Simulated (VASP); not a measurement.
Au, 1 atom in the cell. The structure is cubic, space group Fm-3m (No. 225). The conventional cell has a = 4.087 Å, b = 4.087 Å, c = 4.087 Å, α = 90.00°, β = 90.00°, γ = 90.00°. Au (site symmetry m-3m) has 12 Au at 2.89 Å within 3.8 Å. 

- Program: VASP 6.6.1
- Task: single point
- Functional: PBEsol
- Potentials or basis: VASP PAW PBE potentials, release 64 (Au)
- Cutoff: 520 eV
- k mesh: 10 × 10 × 10
- Occupations: gaussian, width 0.1 eV
- Spin: no spin polarisation
- Dipole correction: no
- Further INCAR settings: ALGO = Normal; EDIFF = 1e-07; NBANDS = 12

Potentials or basis: VASP PAW PBE potentials, release 64 (Au).

Command:

```console
$ cat potpaw_PBE.64/Au/POTCAR > POTCAR
$ mpirun -np 1 vasp_std > vasp.out
```

Hardware: 1 thread of Intel(R) Xeon(R) Platinum 8175M CPU @ 2.50GHz (Skylake/Cascade Lake), with other jobs on the host.

Q: Estimate the wall time of this run.

A: Run time: 12 s on 1 thread of Intel(R) Xeon(R) Platinum 8175M CPU @ 2.50GHz (Skylake/Cascade Lake), on a shared host, peak memory 0.14 GiB. Counts: scf iterations 11, k points 47.
